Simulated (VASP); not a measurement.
A run of VASP 6.6.1 is set up as follows.

File INCAR:

```
SYSTEM = Pt
ALGO     = Normal         ! electronic algorithm
DIPOL    = 0.5 0.5 0.500
EDIFF    = 1E-7           ! SCF threshold, eV
ENCUT    = 520            ! plane-wave cutoff, eV
GGA      = PE             ! functional
IDIPOL   = 3            
ISIF     = 2              ! what is computed and relaxed
ISMEAR   = -1             ! smearing method
LASPH    = .True.         ! aspherical terms in the spheres
LCHARG   = .False.        ! write CHGCAR
LDIPOL   = .True.       
LREAL    = .False.        ! projectors in reciprocal space
LWAVE    = .False.        ! write WAVECAR
NBANDS   = 22             ! bands
NELM     = 60             ! most SCF steps
PREC     = Accurate       ! precision mode
SIGMA    = 0.08           ! smearing width, eV
```

The input KPOINTS:

```
k-points
0
Gamma
  13 13 1
  0 0 0
```

The input POSCAR:

```
Pt
1.0
    2.8080030018      0.0000000000      0.0000000000
   -1.4040015009      2.4318019335      0.0000000000
    0.0000000000      0.0000000000     20.5854000000
Pt
3
Direct
    0.1666666667      0.3333333333      0.3877767870
    0.5000000000      1.0000000000      0.5000000007
    0.8333333333      0.6666666667      0.6122232120
```

Potentials or basis: VASP PAW PBE potentials, release 64 (Pt).

Command:

```console
$ cat potpaw_PBE.64/Pt/POTCAR > POTCAR
$ mpirun -np 1 vasp_std > vasp.out
```

Task: Predict the band gap on the k mesh.

Result: Zero (bands 15 and 16 overlap by 1.19 eV).

Task: Estimate the largest force.

Result: 0.020 eV/Å.

Forces in eV/Å, atoms in the order of the input:
```
Pt   0.000  0.000  0.020
Pt   0.000  0.000  0.000
Pt   0.000  0.000 -0.020
```

Caveat: spin-orbit coupling is left out, which moves the levels of the heavy elements.
